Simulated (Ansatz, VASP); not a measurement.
**Two plane-wave programs on Ba**

Contents of INCAR:

```
ALGO = Normal ; EDIFF = 1E-6
ENCUT = 520 ; GGA = PE
ISIF = 2 ; ISMEAR = -1
LASPH = T ; LCHARG = T
LELF = T ; LREAL = F
LVHAR = T ; LWAVE = F
NBANDS = 11 ; NELM = 60
PREC = Accurate ; SIGMA = 0.08
```

Contents of KPOINTS:

```
k-points
0
Gamma
  9 9 9
```

POSCAR

```
Ba
1.0
    2.9851032339      0.0000000000      0.0000000000
    0.0000000000      2.9851032339      0.0000000000
    0.0000000000      0.0000000000      2.9851032339
Ba
1
Direct
    0.0000000000      0.0000000000      0.0000000000
```

Input for Ansatz:

```yaml
crystal:
  lattice:
    - [2.9851032339, 0.0, 0.0]
    - [0.0, 2.9851032339, 0.0]
    - [0.0, 0.0, 2.9851032339]
  atoms:
    - { symbol: Ba, position: [0.0, 0.0, 0.0] }
kpoints:
  mp_grid: { grid: [9, 9, 9] }
scf:
  occupations: { method: fermi_dirac, width: 0.08 }
hamiltonian:
  xc: pbe
  pseudopotentials: { kind: nc }
output:
  forces: true
  stress: true
  eigenvalues: true
```

Change from the starting cell: volume scaled by 0.43, norm-conserving files.

Alike in both runs: task single point; functional PBE; k mesh 9 × 9 × 9; occupations fermi-dirac, width 0.08 eV; no spin polarisation.

```csv
,VASP,Ansatz
version,VASP 6.6.1,Ansatz 0.2.0
potentials or method,"VASP PAW PBE potentials, release 64 (Ba_sv)",scalar-relativistic
plane-wave cutoff (eV),520,770
valence electrons in the cell,10,10
```

Ansatz gave:

```
pressure (GPa) : 25.6
```

Problem. What did VASP give for the same quantities?

Solution. Pressure (GPa): 32.1.

The functional is the same, so the differences come from potentials, cutoffs and numerics.

Neither program's run includes spin-orbit coupling.
